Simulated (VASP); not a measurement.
# Al (P6_3/mmc) in VASP: notebook

Al is run at these levels: LDA; tasks: single point.

Everything below comes from runs of VASP 6.6.1. Logs are shortened: lines on timing, memory, paths and dates and some standing lists are left out, and cuts for length are marked.

### 1 The cell of the first run

Symmetry: P6_3/mmc, No. 194, hexagonal system. The conventional cell has a = 2.655 Å, b = 2.655 Å, c = 4.404 Å, α = 90.00°, β = 90.00°, γ = 120.00°. Within 3.5 Å of Al (site symmetry -6m2) lie 12 Al at 2.65 to 2.68 Å.

This isn't the form of Al at room conditions, which is fcc.

### 2 Single point, LDA

File INCAR:

```
SYSTEM = Al
ALGO     = Normal         ! electronic algorithm
EDIFF    = 1E-7           ! SCF threshold, eV
ENCUT    = 520            ! plane-wave cutoff, eV
ISIF     = 2              ! what is computed and relaxed
ISMEAR   = -1             ! smearing method
LASPH    = .TRUE.         ! aspherical terms in the spheres
LCHARG   = .TRUE.         ! write CHGCAR
LELF     = .TRUE.         ! ELF
LREAL    = .FALSE.        ! projectors in reciprocal space
LVHAR    = .TRUE.       
LWAVE    = .FALSE.        ! write WAVECAR
NBANDS   = 10             ! bands
NELM     = 60             ! most SCF steps
PREC     = Accurate       ! precision mode
SIGMA    = 0.05           ! smearing width, eV
```

File KPOINTS:

```
k-points
0
G
  14 14 7
  0 0 0
```

File POSCAR:

```
Al
1.0
    2.6545012986      0.0000002725      0.0000000000
   -1.3272508853      2.2988654227      0.0000000000
    0.0000000000      0.0000000000      4.4044043754
Al
2
Direct
    0.6666666667      0.3333333333      0.7500000000
    0.3333333333      0.6666666667      0.2500000000
```

Potentials or basis: VASP PAW LDA potentials, release 64 (Al).

Command:

```console
$ cat potpaw_LDA.64/Al/POTCAR > POTCAR
$ mpirun -np 1 vasp_std > vasp.out
```

OUTCAR:

```text
SYSTEM = Al
   EDIFF = 1E-7
   ENCUT = 520
   ISIF = 2
   ISMEAR = -1
   LASPH = .TRUE.
   LREAL = .FALSE.
   NELM = 60
   PREC = Accurate

 ion  position               nearest neighbor table
   1  0.667  0.333  0.750-   2 2.68   2 2.68   2 2.68   2 2.68   2 2.68   2 2.68
   2  0.333  0.667  0.250-   1 2.68   1 2.68   1 2.68   1 2.68   1 2.68   1 2.68

  LATTYP: Found a hexagonal cell.
 ALAT       =     2.6545012986
 C/A-ratio  =     1.6592210287

  Lattice vectors:

 A1 = (   2.6545012986,   0.0000002725,   0.0000000000)
 A2 = (  -1.3272508853,   2.2988654227,   0.0000000000)
 A3 = (   0.0000000000,   0.0000000000,   4.4044043754)

Analysis of symmetry for initial positions (statically):
=====================================================================
 Subroutine PRICEL returns:
 Original cell was already a primitive cell.

 Routine SETGRP: Setting up the symmetry group for a
 hexagonal supercell.

 Subroutine GETGRP returns: Found 24 space group operations
 (whereof 12 operations were pure point group operations)
 out of a pool of 24 trial point group operations.

The static configuration has the point symmetry D_3d.
 The point group associated with its full space group is D_6h.

Analysis of symmetry for dynamics (positions and initial velocities):
=====================================================================
 Subroutine PRICEL returns:
 Original cell was already a primitive cell.

 Routine SETGRP: Setting up the symmetry group for a
 hexagonal supercell.

 Subroutine GETGRP returns: Found 24 space group operations
 (whereof 12 operations were pure point group operations)
 out of a pool of 24 trial point group operations.

The dynamic configuration has the point symmetry D_3d.
 The point group associated with its full space group is D_6h.

 Subroutine INISYM returns: Found 24 space group operations
 (whereof 12 operations are pure point group operations),
 and found     1 'primitive' translations

----------------------------------------------------------------------------------------

                                     Primitive cell

  volume of cell :      26.8772

  direct lattice vectors                    reciprocal lattice vectors
     2.654501299  0.000000272  0.000000000     0.376718573  0.217498621  0.000000000
    -1.327250885  2.298865423  0.000000000    -0.000000045  0.434997165  0.000000000
     0.000000000  0.000000000  4.404404375     0.000000000  0.000000000  0.227045456

  length of vectors
     2.654501299  2.654501299  4.404404375     0.434997165  0.434997165  0.227045456

  position of ions in fractional coordinates (direct lattice)
     0.666666667  0.333333333  0.750000000
     0.333333333  0.666666667  0.250000000

  ion indices of the primitive-cell ions
   primitive index   ion index
                 1           1
                 2           2

----------------------------------------------------------------------------------------

 KPOINTS: k-points

Automatic generation of k-mesh.
 Grid dimensions read from file:
 generate k-points for:   14   14    7

 Generating k-lattice:

  Cartesian coordinates                     Fractional coordinates (reciprocal lattice)
     0.026908469  0.015535616  0.000000000     0.071428571  0.000000000  0.000000000
    -0.000000003  0.031071226  0.000000000     0.000000000  0.071428571  0.000000000
     0.000000000  0.000000000  0.032435065     0.000000000  0.000000000  0.142857143

  Length of vectors
     0.031071226  0.031071226  0.032435065

  Shift w.r.t. Gamma in fractional coordinates (k-lattice)
     0.000000000  0.000000000  0.000000000

 Subroutine IBZKPT returns following result:
 ===========================================

 Found     96 irreducible k-points:

 Following reciprocal coordinates:
            Coordinates               Weight
  0.000000  0.000000  0.000000      1.000000
  0.071429 -0.000000  0.000000      6.000000
  0.142857  0.000000  0.000000      6.000000
  0.214286  0.000000  0.000000      6.000000
  0.285714  0.000000  0.000000      6.000000
  0.357143  0.000000  0.000000      6.000000
[... 16 lines left out ...]
  0.285714  0.285714  0.000000      6.000000
  0.357143  0.285714  0.000000      6.000000
 [... further k-points ...]
   k-points           NKPTS =     96   k-points in BZ     NKDIM =     96   number of bands    NBANDS=     10
   number of dos      NEDOS =    301   number of ions     NIONS =      2
   total plane-waves  NPLWV =  14400
   dimension x,y,z NGX =    20 NGY =   20 NGZ =   36
   dimension x,y,z NGXF=    40 NGYF=   40 NGZF=   72
   ions per type =               2
   NGX,Y,Z   is equivalent  to a cutoff of  12.53, 12.53, 13.59 a.u.
   NGXF,Y,Z  is equivalent  to a cutoff of  25.05, 25.05, 27.18 a.u.
 SYSTEM =  Al
   PREC   = accura    normal or accurate (medium, high low for compatibility)
   ISTART =      0    job   : 0-new  1-cont  2-samecut
   ICHARG =      2    charge: 1-file 2-atom 10-const
   ISPIN  =      1    spin polarized calculation?
   LNONCOLLINEAR =      F non collinear calculations
   LSORBIT =      F    spin-orbit coupling
   LASPH  =      T    aspherical Exc in radial PAW
   ENCUT  =  520.0 eV  38.22 Ry    6.18 a.u.   4.94  4.94  8.19*2*pi/ulx,y,z
   NELM   =     60;   NELMIN=  2; NELMDL= -5     # of ELM steps
   EDIFF  = 0.1E-06   stopping-criterion for ELM
   LREAL  =      F    real-space projection
   EDIFFG = 0.1E-05   stopping-criterion for IOM
   NSW    =      0    number of steps for IOM
   IBRION =     -1    ionic relax: 0-MD 1-quasi-New 2-CG
   NFREE  =      0    steps in history (QN), initial steepest desc. (CG)
   ISIF   =      2    stress and relaxation
   ISYM   =      2    0-nonsym 1-usesym 2-fastsym
   POTIM  = 0.5000    time-step for ionic-motion
   TEBEG  =    0.0;   TEEND  =   0.0 temperature during run
   PSTRESS=    0.0 pullay stress
   NELECT =       6.0000    total number of electrons
   NUPDOWN=      -1.0000    fix difference up-down
   EMIN   =  10.00;   EMAX   =-10.00  energy-range for DOS
   EFERMI =   0.00;   METHOD = LEGACY
   ISMEAR =    -1;   SIGMA  =   0.05  broadening in eV -4-tet -1-fermi 0-gaus
   EFERMI_NEDOS =   21; number of points for ismear=-14 and -15
   IALGO  =     38    algorithm
   IMIX   =      4    mixing-type and parameters
     AMIX     =   0.40;   BMIX     =  1.00
     AMIX_MAG =   1.60;   BMIX_MAG =  1.00
  volume/ion in A,a.u.               =      13.44        90.69
  Fermi-wavevector in a.u.,A,eV,Ry     =   0.993110  1.876706 13.418983  0.986267
  Thomas-Fermi vector in A             =   2.124969
   LORBIT       =      0    0 simple, 1 ext, 2 COOP (PROOUT), +10 PAW based schemes
   GGA     = CA    functional components
   LHFCALC =     F    Hartree Fock is set to
   AEXX    =    0.0000 exact exchange contribution
   IVDW    =     0    specifies the selected vdW correction
   LEPSILON=     F    determine dielectric tensor
   LRPA    =     F    only Hartree local field effects (RPA)
 non-spin polarized calculation
  energy-cutoff  :      520.00
  volume of cell :       26.88
 maximum number of plane-waves:       750
 NGX is ok and might be reduce to    20
   NGX =  9   NGY =  9   NGZ = 17

 number of electron       6.0000000 magnetization

 Free energy of the ion-electron system (eV)
  ---------------------------------------------------
  ext. energy  EPLUGINS =         0.00000000
  ---------------------------------------------------
  free energy    TOTEN  =        -8.04472777 eV

  energy without entropy =       -8.03872747  energy(sigma->0) =       -8.04172762

 E-fermi :  10.1497     XC(G=0): -11.1270

 val. band max:       10.1431030791   @ k =   0.2857   0.2143   0.1429
 cond. band min:      10.1598115784   @ k =   0.4286   0.0714   0.0000
 fundamental gap:      0.0167084992
 Fermi energy:        10.1496803789

 k-point     1 :       0.0000    0.0000    0.0000
  band No.  band energies     occupation
      1      -2.4952      2.00000
      2       4.5983      2.00000
      3       5.1901      2.00000
      4      22.4133      0.00000
      5      22.4133      0.00000
      6      22.6186      0.00000
      7      22.6186      0.00000
      8      23.0115      0.00000
      9      26.4350      0.00000
     10      26.4658      0.00000

 k-point     2 :       0.0714   -0.0000    0.0000
  band No.  band energies     occupation
      1      -2.3529      2.00000
      2       4.7279      2.00000
      3       5.3263      2.00000
      4      19.8547      0.00000
      5      21.0279      0.00000
      6      22.1361      0.00000
      7      23.9645      0.00000
      8      24.1683      0.00000
      9      26.0893      0.00000
     10      26.6074      0.00000

 k-point     3 :       0.1429    0.0000    0.0000
  band No.  band energies     occupation
      1      -1.9273      2.00000
      2       5.1168      2.00000
      3       5.7304      2.00000
      4      16.8595      0.00000
      5      19.7653      0.00000
      6      20.7781      0.00000
      7      23.2606      0.00000
      8      23.5957      0.00000
      9      25.4164      0.00000
     10      25.6565      0.00000

 k-point     4 :       0.2143    0.0000    0.0000
  band No.  band energies     occupation
      1      -1.2215      2.00000
      2       5.7657      2.00000
      3       6.3859      2.00000
      4      13.9891      0.00000
      5      18.7316      0.00000
      6      19.1618      0.00000
      7      20.3814      0.00000
      8      22.1156      0.00000
      9      24.7871      0.00000
     10      25.0879      0.00000
[... 222 lines left out ...]
 k-point    22 :       0.3571    0.2143    0.0000
  band No.  band energies     occupation
      1       4.2566      2.00000
      2       6.0850      2.00000
      3       9.4887      2.00000
      4      10.9318      0.00000
      5      12.0048      0.00000
      6      12.8626      0.00000
      7      14.7998      0.00000
      8      16.6468      0.00000
      9      18.0747      0.00000
     10      26.3091      0.00000

 k-point    23 :       0.2857    0.2857    0.0000
  band No.  band energies     occupation
      1       4.1248      2.00000
      2       7.6699      2.00000
      3       7.7749      2.00000
      4      10.8179      0.00000
      5      11.9899      0.00000
      6      14.1163      0.00000
      7      15.1190      0.00000
      8      15.6221      0.00000
      9      16.8256      0.00000
     10      28.8315      0.00000

 k-point    24 :       0.3571    0.2857    0.0000
  band No.  band energies     occupation
      1       5.7990      2.00000
      2       5.8707      2.00000
      3       7.6174      2.00000
      4      12.2076      0.00000
      5      12.6431      0.00000
      6      12.7815      0.00000
      7      14.6688      0.00000
      8      15.0351      0.00000
      9      16.3363      0.00000
     10      29.1558      0.00000

 [... further k-points ...]

------------------------ aborting loop because EDIFF is reached ----------------------------------------

  FORCE on cell =-STRESS in cart. coord.  units (eV):
  Direction    XX          YY          ZZ          XY          YZ          ZX
  --------------------------------------------------------------------------------------
  -------------------------------------------------------------------------------------
  Total        3.3933483      3.3933483      3.3924949     -0.0000000      0.0000000     -0.0000000
  in kB      202.2811037    202.2811037    202.2302323     -0.0000000      0.0000000     -0.0000000
  external PRESSURE =     202.2641466 kB  Pullay stress =       0.0000000 kB

 VOLUME and BASIS-vectors are now :
 -----------------------------------------------------------------------------
  energy-cutoff  :      520.00
  volume of cell :       26.88
      direct lattice vectors                 reciprocal lattice vectors
     2.654501299  0.000000272  0.000000000     0.376718573  0.217498621  0.000000000
    -1.327250885  2.298865423  0.000000000    -0.000000045  0.434997165  0.000000000
     0.000000000  0.000000000  4.404404375     0.000000000  0.000000000  0.227045456

 POSITION                                       TOTAL-FORCE (eV/Angst)
 -----------------------------------------------------------------------------------
      1.32725      0.76629      3.30330        -0.000000     -0.000000      0.000000
     -0.00000      1.53258      1.10110         0.000000      0.000000      0.000000
 -----------------------------------------------------------------------------------
    total drift:                                0.000000     -0.000000     -0.000000

  FREE ENERGIE OF THE ION-ELECTRON SYSTEM (eV)
  ---------------------------------------------------
  free  energy   TOTEN  =        -8.0447277669 eV

  energy  without entropy=       -8.0387274672  energy(sigma->0) =       -8.04172762
```

It took 11 s on 1 thread of Intel Xeon 6975P-C (Granite Rapids), shared host; peak memory 0.13 GiB.

What came out:

- Free energy: -8.0447 eV
- Pressure: 20.2 GPa
- Band gap on the k mesh: zero (bands 3 and 4 overlap by 6.46 eV)

Levels at points of the mesh, in eV from the Fermi level:
| k point | band 1 | band 2 | band 3 | band 4 | band 5 | band 6 |
| --- | --- | --- | --- | --- | --- | --- |
| (0.00, 0.00, 0.00) | -12.64 | -5.55 | -4.96 | 12.26 | 12.26 | 12.47 |
| (0.50, 0.00, 0.00) | -5.93 | -5.86 | 0.54 | 1.16 | 1.31 | 2.03 |

Caveat: the cell stands under pressure.

### 3 Single point, LDA

This run uses another cell than the first one, of 14.43 Å³/atom.

File INCAR:

```
PREC = Accurate
ENCUT = 520
EDIFF = 1E-6
ISMEAR = -1
SIGMA = 0.05
LREAL = False
LASPH = True
NELM = 100
ALGO = Normal
ISIF = 2
LWAVE = False
LCHARG = False
GGA = CA
NBANDS = 10
```

File KPOINTS:

```
Automatic mesh
0
Gamma
  14 14 7
```

File POSCAR:

```
Al
1.0
    2.7142101862      0.0000002786      0.0000000000
   -1.3571053343      2.3505748331      0.0000000000
    0.0000000000      0.0000000000      4.5250238211
Al
2
Direct
    0.6666666667      0.3333333333      0.7500000000
    0.3333333333      0.6666666667      0.2500000000
```

Potentials or basis: VASP PAW LDA potentials, release 64 (Al).

Command:

```console
$ cat potpaw_LDA.64/Al/POTCAR > POTCAR
$ mpirun -np 1 vasp_std > vasp.out
```

Run time: 9.9 s. Hardware: 1 thread of Intel Xeon 6975P-C (Granite Rapids), shared host; peak memory 0.13 GiB.

It converged, with:

```
Free energy            : -8.2300 eV
Pressure               : 10.1 GPa
Band gap on the k mesh : zero (bands 3 and 4 overlap by 6.23 eV)
```

Levels at points of the mesh, in eV from the Fermi level:
```csv
k point,band 1,band 2,band 3,band 4,band 5,band 6,band 7,band 8
"(0.00, 0.00, 0.00)",-12.11,-5.27,-4.91,11.90,11.90,11.91,11.91,12.41
"(0.50, 0.00, 0.00)",-5.64,-5.62,0.53,1.11,1.27,1.85,6.41,8.34
```

Caveat: the cell stands under pressure.
